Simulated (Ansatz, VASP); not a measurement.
GaO3 in VASP and in Ansatz

Contents of INCAR:

```
PREC = Accurate ; ENCUT = 600
EDIFF = 1E-6 ; ISMEAR = 0
SIGMA = 0.1 ; LREAL = F
LASPH = T ; NELM = 150
ALGO = Normal ; ISIF = 3
LWAVE = F ; LCHARG = F
ISPIN = 2 ; MAGMOM = 0 0.8 1.25 1.25
LORBIT = 11 ; GGA = PE
IBRION = 2 ; NSW = 90
EDIFFG = -0.04
```

File KPOINTS:

```
Automatic mesh
0
Gamma
  8 8 8
```

File POSCAR:

```
GaO3
1.0
   -1.6533842626      1.6533842626      3.6932739372
    1.6533842626     -1.6533842626      3.6932739372
    1.6533842626      1.6533842626     -3.6932739372
Ga O
1 3
Direct
    0.0000000000      0.0000000000      0.0000000000
    0.5000000000      0.5000000000      0.0000000000
    0.2500000000      0.7500000000      0.5000000000
    0.7500000000      0.2500000000      0.5000000000
```

Input for Ansatz:

```yaml
crystal:
  lattice:
    - [-1.6533842626, 1.6533842626, 3.6932739372]
    - [1.6533842626, -1.6533842626, 3.6932739372]
    - [1.6533842626, 1.6533842626, -3.6932739372]
  atoms:
    - { symbol: Ga, position: [0.0, 0.0, 0.0] }
    - { symbol: O, position: [0.5, 0.5, 0.0], spin: 0.8 }
    - { symbol: O, position: [0.25, 0.75, 0.5], spin: 1.25 }
    - { symbol: O, position: [0.75, 0.25, 0.5], spin: 1.25 }
basis:
  ecutwfc: 420
kpoints:
  mp_grid: { grid: [8, 8, 8] }
hamiltonian:
  xc: pbe
scf:
  occupations: { method: gaussian, width: 0.1 }
  lower_state_search: "off"
output:
  forces: true
  stress: true
  eigenvalues: true
  populations: true
magnetization:
  spin_polarized: true
relax:
  adjacent_minimum: "off"
  f_tol: 0.04
  max_steps: 70
  cell: { stress_tol: 0.4 }
```

Alike in both runs: task relaxation of cell and atoms; functional PBE; k mesh 8 × 8 × 8; occupations gaussian, width 0.1 eV; collinear spin.

```csv
,VASP,Ansatz
version,VASP 6.6.1,Ansatz 0.2.0
potentials or method,"VASP PAW PBE potentials, release 64 (Ga_d, O), cutoff 600 eV","scalar-relativistic, plane waves, PAW"
valence electrons in the cell,31,31
```

|  | VASP | Ansatz | Ansatz less VASP |
| --- | --- | --- | --- |
| gap on the k mesh at the Fermi level, each at its own relaxed structure (eV) | none | none | - |
| net moment per atom (μB) | 0.00 | 0.00 | 0.000 |
| relaxed volume (Å³/atom) | 8.97 | 9.10 | +0.128 |
| relaxed cell length with the largest relative difference (Å) | 4.998 | 5.069 | +0.0714 |

A gap of «none» marks a metal or a gap that the smearing closes. Ansatz's warnings: seeded moment not kept.
